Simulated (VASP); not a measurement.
Write the native input for VASP 6.6.1 that does the following.

```yaml
Task: single point
Functional: PBEsol
Potentials_or_basis: VASP PAW PBE potentials, release 64 (Na_pv)
Cutoff: 520 eV
k_mesh: 12 × 12 × 12
Occupations: fermi-dirac, width 0.05 eV
Spin: no spin polarisation
Dipole_correction: no
Further_INCAR_settings: ALGO = Normal; EDIFF = 1e-07; NBANDS = 10
```

The structure of Na lies in POSCAR:

```
Na
1.0
   -2.0963250000      2.1175000000      2.1175000000
    2.1175000000     -2.0963250000      2.1175000000
    2.1175000000      2.1175000000     -2.0963250000
Na
1
Direct
    0.0000000000      0.0000000000      0.0000000000
```

This cell differs from its parent crystal: equal xy, yz and zx shear strains of +1 %.

These files were run (other wordings do the same):

INCAR

```
SYSTEM = Na
PREC = Accurate
ENCUT = 520
EDIFF = 1E-7
ISMEAR = -1
SIGMA = 0.05
LREAL = .FALSE.
LASPH = .TRUE.
NELM = 60
ALGO = Normal
ISIF = 2
LWAVE = .FALSE.
LCHARG = .FALSE.
GGA = PS
NBANDS = 10
```

KPOINTS

```
Automatic mesh
0
G
  12 12 12
  0 0 0
```

Potentials or basis: VASP PAW PBE potentials, release 64 (Na_pv).

Command:

```bash
$ cat potpaw_PBE.64/Na_pv/POTCAR > POTCAR
$ mpirun -np 1 vasp_std > vasp.out
```

Results of the run:

```
Pressure : -0.3 GPa
```

Caveat: the cell differs from its parent crystal (equal xy, yz and zx shear strains of +1 %); the PAW data sets were made with another functional, which shifts forces and pressure a little.

Run time: 26 s on 1 thread of Intel(R) Xeon(R) Platinum 8488C (Sapphire Rapids), on a shared host, peak memory 0.18 GiB.
